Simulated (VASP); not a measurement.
Crystal: VH.

```
V H
1.0
     0.00000    2.10000    2.10000
     2.10000    0.00000    2.10000
     2.10000    2.10000    0.00000
V H
1 1
Direct
  0.00000 0.00000 0.00000
  0.25000 0.25000 0.25000
```

```yaml
Program: VASP 6.6.1
Task: relaxation of cell and atoms
Functional: PBEsol
Potentials_or_basis: VASP PAW PBE potentials, release 64 (V_sv, H)
Cutoff: 500 eV
k_mesh: 9 × 9 × 9
Occupations: methfessel-paxton, width 0.1 eV
Spin: collinear spin, ferromagnetic start
Starting_moments: "[1.5, 0.0] μB"
```

At the start: pressure -18.3 GPa; volume 9.26 Å³/atom.

**Question.** How do energy, volume and symmetry change on relaxing?

**Answer.** Over 3 steps the energy falls by 70.9 meV/atom and the volume is 8.15 Å³/atom (-12.0 %); space group F-43m (No. 216, to 0.1 Å) before and after; moment 0.00 μB per cell.

The path:
| step | energy change (eV) | largest force (eV/Å) | pressure (GPa) | volume (Å³) |
| --- | --- | --- | --- | --- |
| 1 | 0.0000 | 0.0000 | -18.34 | 18.52 |
| 2 | -0.1326 | 0.0000 | 6.10 | 15.82 |
| 3 | -0.1417 | 0.0000 | 0.10 | 16.30 |

Final structure:
```yaml
crystal:
  lattice:
    - [0.00000, 2.01257, 2.01257]
    - [2.01257, 0.00000, 2.01257]
    - [2.01257, 2.01257, 0.00000]
  atoms:
    - { symbol: V, position: [0.00000, 0.00000, 0.00000] }
    - { symbol: H, position: [0.25000, 0.25000, 0.25000] }
```

Caveat: the PAW data sets were made with another functional, which shifts forces and pressure a little.
